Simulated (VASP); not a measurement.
# GaN: single point with PBEsol

The system is GaN.

```
CELL_PARAMETERS angstrom
3.24623 0.00000 0.00000
-1.62311 2.81131 0.00000
0.00000 0.00000 5.13464
ATOMIC_POSITIONS crystal
Ga 0.33333 0.66667 0.99678
Ga 0.66667 0.33333 0.49678
N 0.33333 0.66667 0.37822
N 0.66667 0.33333 0.87822
```

This cell differs from its parent crystal: in-plane strain +0.02, then relaxed in part.

| Quantity | Value |
| --- | --- |
| Program | VASP 6.6.1 |
| Task | single point |
| Functional | PBEsol |
| Potentials or basis | VASP PAW PBE potentials, release 64 (Ga_d, N) |
| Cutoff | 520 eV |
| k mesh | 8 × 8 × 4 |
| Occupations | gaussian, width 0.01 eV |
| Spin | no spin polarisation |
| Dipole correction | no |
| Further INCAR settings | ALGO = Normal; EDIFF = 1e-07; NBANDS = 26 |

| Item | Value |
| --- | --- |
| Pressure | -5.4 GPa |
| Band gap on the k mesh | 1.66 eV, direct |

Forces on the atoms (eV/Å):
```
Ga   0.000  0.000  0.003
Ga   0.000  0.000  0.003
N    0.000  0.000 -0.003
N    0.000  0.000 -0.003
```

Stress tensor (GPa, compression positive):
```
-8.09  0.00  0.00
 0.00 -8.09  0.00
 0.00  0.00 -0.09
```

Levels at points of the mesh, in eV from the valence-band top:
```csv
k point,band 16,band 17,band 18,band 19,band 20,band 21
"(0.00, 0.00, 0.00)",-0.12,-0.12,0.00,1.66,3.64,9.11
"(0.50, 0.00, 0.00)",-2.88,-2.19,-1.06,4.58,5.28,6.04
"(0.00, 0.00, 0.50)",-0.68,-0.68,-0.68,3.87,3.87,8.27
"(0.50, 0.00, 0.50)",-2.05,-1.78,-1.78,4.21,4.21,7.48
```

It took 23 s on 1 thread of Intel(R) Xeon(R) 6975P-C (Granite Rapids) (shared host), peak memory 0.17 GiB.

Caveat: the cell differs from its parent crystal (in-plane strain +0.02, then relaxed in part); the PAW data sets were made with another functional, which shifts forces and pressure a little.
